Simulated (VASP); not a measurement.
# Si2Ni (MoSi2 type) (I4/mmm) in VASP: notebook, part 2 of 2

VASP 6.6.1.

### Step 6. Single point, PBE (12.09 Å³/atom)

This run uses another cell than the first one, of 12.09 Å³/atom.

The input, INCAR:

```
PREC = Accurate ; ENCUT = 520
EDIFF = 1E-6 ; ISMEAR = -1
SIGMA = 0.05 ; LREAL = False
LASPH = True ; NELM = 100
ALGO = Normal ; ISIF = 2
LWAVE = False ; LCHARG = False
GGA = PE ; NBANDS = 16
```

The input, KPOINTS:

```
Automatic mesh
0
Gamma
  14 14 14
```

The input, POSCAR:

```
Si2Ni
1.0
   -1.6157746005      1.6157746005      3.4733658697
    1.6157746005     -1.6157746005      3.4733658697
    1.6157746005      1.6157746005     -3.4733658697
Ni Si
1 2
Direct
    0.0000000000      0.0000000000      0.0000000000
    0.3322360412      0.3322360412      0.0000000000
   -0.3322360412     -0.3322360412      0.0000000000
```

Potentials or basis: VASP PAW PBE potentials, release 64 (Ni, Si).

The run is started by

```bash
cat potpaw_PBE.64/Ni/POTCAR potpaw_PBE.64/Si/POTCAR > POTCAR
mpirun -np 1 vasp_std > vasp.out
```

Wall time 4.4 min (1 thread of Intel Xeon 8259CL, shared host); peak memory 0.28 GiB.

The run converged. Its results:

- Free energy: -16.2226 eV
- Pressure: 9.5 GPa
- Band gap on the k mesh: zero (bands 9 and 10 overlap by 2.24 eV)

Stress tensor (GPa, compression positive):
```
9.43 0.00 0.00
0.00 9.43 0.00
0.00 0.00 9.65
```

Levels at points of the mesh, in eV from the Fermi level:
```tsv
k point	band 6	band 7	band 8	band 9	band 10	band 11	band 12	band 13
(0.00, 0.00, 0.00)	-2.48	-2.30	-0.20	1.57	1.57	1.78	2.08	2.08
(0.50, 0.00, 0.00)	-3.52	-2.87	-1.92	-0.03	2.14	2.96	4.09	6.21
(0.50, 0.50, 0.00)	-3.35	-3.00	-1.90	-1.70	-0.61	-0.49	3.96	4.86
(0.50, 0.50, 0.50)	-2.79	-2.41	-2.11	-2.11	1.86	3.24	8.52	8.57
```

Caveat: the cell stands under pressure.

### Step 7. Single point, PBE

This run uses another cell than the first one, of 12.86 Å³/atom.

The input, INCAR:

```
  PREC = Accurate
  ENCUT = 520
  EDIFF = 1E-6
  ISMEAR = -1
  SIGMA = 0.05
  LREAL = F
  LASPH = T
  NELM = 60
  ALGO = Normal
  ISIF = 2
  LWAVE = F
  LCHARG = F
  GGA = PE
  NBANDS = 16
```

KPOINTS is that of step 6.

The input, POSCAR:

```
Si2Ni
1.0
   -1.6561845601      1.6561845601      3.5169546595
    1.6561845601     -1.6561845601      3.5169546595
    1.6561845601      1.6561845601     -3.5169546595
Ni Si
1 2
Direct
    0.0000000000      0.0000000000      0.0000000000
    0.3321208056      0.3321208056      0.0000000000
   -0.3321208056     -0.3321208056      0.0000000000
```

Potentials or basis: VASP PAW PBE potentials, release 64 (Ni, Si).

The run is started by

```bash
cat potpaw_PBE.64/Ni/POTCAR potpaw_PBE.64/Si/POTCAR > POTCAR
mpirun -np 1 vasp_std > vasp.out
```

OUTCAR:

```text
PREC = Accurate
   ENCUT = 520
   EDIFF = 1E-6
   ISMEAR = -1
   LREAL = F
   LASPH = T
   NELM = 60
   ISIF = 2
   GGA = PE

 ion  position               nearest neighbor table
   1  0.000  0.000  0.000-   2 2.34   3 2.34   3 2.62   3 2.62   2 2.62   2 2.62   3 2.62   3 2.62
                             2 2.62   2 2.62
   2  0.332  0.332  0.000-   1 2.34   3 2.36   3 2.61   3 2.61   3 2.61   3 2.61   1 2.62   1 2.62
                             1 2.62   1 2.62
   3  0.668  0.668  0.000-   1 2.34   2 2.36   2 2.61   2 2.61   2 2.61   2 2.61   1 2.62   1 2.62
                             1 2.62   1 2.62
[... 654 lines left out ...]
  Direction    XX          YY          ZZ          XY          YZ          ZX
  --------------------------------------------------------------------------------------
  -------------------------------------------------------------------------------------
  Total       -0.0146639     -0.0146639      0.0255902      0.0000000     -0.0000000      0.0000000
  in kB       -0.6088558     -0.6088558      1.0625266      0.0000000     -0.0000000      0.0000000
  external PRESSURE =      -0.0517283 kB  Pullay stress =       0.0000000 kB

 VOLUME and BASIS-vectors are now :
 -----------------------------------------------------------------------------
  energy-cutoff  :      520.00
  volume of cell :       38.59
      direct lattice vectors                 reciprocal lattice vectors
    -1.656184560  1.656184560  3.516954660     0.000000000  0.301898721  0.142168452
     1.656184560 -1.656184560  3.516954660     0.301898721  0.000000000  0.142168452
     1.656184560  1.656184560 -3.516954660     0.301898721  0.301898721  0.000000000

 POSITION                                       TOTAL-FORCE (eV/Angst)
 -----------------------------------------------------------------------------------
      0.00000      0.00000      0.00000        -0.000000      0.000000      0.000000
      0.00000      0.00000      2.33611         0.000000     -0.000000     -0.000076
      0.00000      0.00000      4.69780        -0.000000      0.000000      0.000076
 -----------------------------------------------------------------------------------
    total drift:                               -0.000000      0.000000      0.000000

  FREE ENERGIE OF THE ION-ELECTRON SYSTEM (eV)
  ---------------------------------------------------
  free  energy   TOTEN  =       -16.2874320064 eV

  energy  without entropy=      -16.2736493732  energy(sigma->0) =      -16.28054069
```

OSZICAR:

```text
N       E                     dE             d eps       ncg     rms          rms(c)
DAV:   1     0.614728569704E+02    0.61473E+02   -0.78110E+03  7840   0.115E+03
DAV:   2    -0.149910069740E+02   -0.76464E+02   -0.69990E+02  8592   0.209E+02
DAV:   3    -0.180449715429E+02   -0.30540E+01   -0.29930E+01 10240   0.453E+01
DAV:   4    -0.180903224052E+02   -0.45351E-01   -0.45325E-01  9288   0.524E+00
DAV:   5    -0.180914581040E+02   -0.11357E-02   -0.11357E-02 10608   0.882E-01    0.154E+01
DAV:   6    -0.244193791980E+02   -0.63279E+01   -0.38430E+01  8008   0.143E+02    0.280E+01
DAV:   7    -0.166131473668E+02    0.78062E+01   -0.12645E+01  8832   0.938E+01    0.570E+00
DAV:   8    -0.163026772014E+02    0.31047E+00   -0.20964E+00 10032   0.260E+01    0.236E+00
DAV:   9    -0.162885761366E+02    0.14101E-01   -0.23535E-01 11216   0.665E+00    0.648E-01
DAV:  10    -0.162875175741E+02    0.10586E-02   -0.58824E-03 11544   0.129E+00    0.249E-01
DAV:  11    -0.162874608712E+02    0.56703E-04   -0.36212E-04 11176   0.180E-01    0.466E-02
DAV:  12    -0.162874348463E+02    0.26025E-04   -0.43165E-05 10936   0.122E-01    0.165E-02
DAV:  13    -0.162874319792E+02    0.28671E-05   -0.82795E-06 12640   0.401E-02    0.437E-03
DAV:  14    -0.162874320064E+02   -0.27257E-07   -0.60598E-07  5496   0.658E-03
   1 F= -.16287432E+02 E0= -.16280541E+02  d E =-.137826E-01
```

It took 4.6 min on 1 thread of Intel Xeon 8259CL, shared host; peak memory 0.28 GiB.

Results:

```
Free energy            : -16.2874 eV
Pressure               : 0.0 GPa
Band gap on the k mesh : zero (bands 9 and 10 overlap by 2.05 eV)
```

Stress tensor (GPa, compression positive):
```
-0.06  0.00  0.00
 0.00 -0.06  0.00
 0.00  0.00  0.11
```

### Step 8. Overview

| cell | gap on the mesh (eV) | pressure (GPa) |
| --- | --- | --- |
| a = 3.987 Å, angles 135.3, 135.3, 65.0°, 3 atoms | none | 49.6 |
| a = 4.086 Å, angles 134.7, 134.7, 66.0°, 3 atoms | none | 22.9 |
| a = 4.158 Å, angles 134.3, 134.3, 66.7°, 3 atoms | none | 9.5 |
| a = 4.226 Å, angles 133.8, 133.8, 67.3°, 3 atoms | none | 0.0 |

Alike in all rows: task single point; level PBE; potentials or basis VASP PAW PBE potentials, release 64 (Ni, Si); no spin polarisation; k mesh 14 × 14 × 14; cutoff (eV) 520; smearing fermi-dirac 0.05 eV.

Caveats: the cell stands under pressure (at least some runs).

Total energies depend on the potentials used, so only differences within one code and one set of settings carry meaning.
